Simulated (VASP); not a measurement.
Set up this calculation in VASP 6.6.1, as the native input.

```yaml
Task: single point
Functional: PBE
Potentials_or_basis: VASP PAW PBE potentials, release 64 (Ca_sv, C)
Cutoff: 520 eV
k_mesh: 6 × 6 × 4
Occupations: gaussian, width 0.1 eV
Spin: collinear spin
Starting_moments: "[0.0, 0.0, 1.0, 1.0] μB"
Dipole_correction: no
Further_INCAR_settings: ALGO = Normal; EDIFF = 1e-07; NBANDS = 26
```

The structure of CaC lies in POSCAR:

```
CaC
1.0
    3.6124189500      0.0000000000      0.0000000000
   -1.8062094800      3.1284465800      0.0000000000
    0.0000000000      0.0000000000      6.0190935600
Ca C
2 2
Direct
    0.3333333300      0.6666666700      0.6146058900
    0.6666666700      0.3333333300      0.3853941100
    0.0000000000      0.0000000000      0.8025568000
    0.0000000000      0.0000000000      0.1974432000
```

The cell was generated, and may not be a known phase.

The input as run:

INCAR

```
PREC = Accurate
ENCUT = 520
EDIFF = 1E-7
ISMEAR = 0
SIGMA = 0.1
LREAL = False
LASPH = True
NELM = 150
ALGO = Normal
ISIF = 2
LWAVE = False
LCHARG = False
ISPIN = 2
MAGMOM = 0 0 1 1
LORBIT = 11
GGA = PE
NBANDS = 26
```

KPOINTS

```
Automatic mesh
0
Gamma
  6 6 4
```

Potentials or basis: VASP PAW PBE potentials, release 64 (Ca_sv, C).

Run with:

```console
$ cat potpaw_PBE.64/Ca_sv/POTCAR potpaw_PBE.64/C/POTCAR > POTCAR
$ mpirun -np 1 vasp_std > vasp.out
```

It gave:

- Pressure: 9.5 GPa
- Largest force: 3.688 eV/Å
- Net moment: 2.39 μB per cell
- Site moments: Ca +0.14; C +0.53 μB
- Valence electrons inside the program's atomic spheres: Ca 8.48; C 2.15

Caveat: the stress differs along the axes, from -15 to 22 GPa; forces of over 1 eV/Å act on the atoms, so gaps and moduli don't describe the material at rest.

Wall time 2.4 min on 1 thread of Oxide Virtual Turin-like Processor (shared host), peak memory 0.21 GiB.
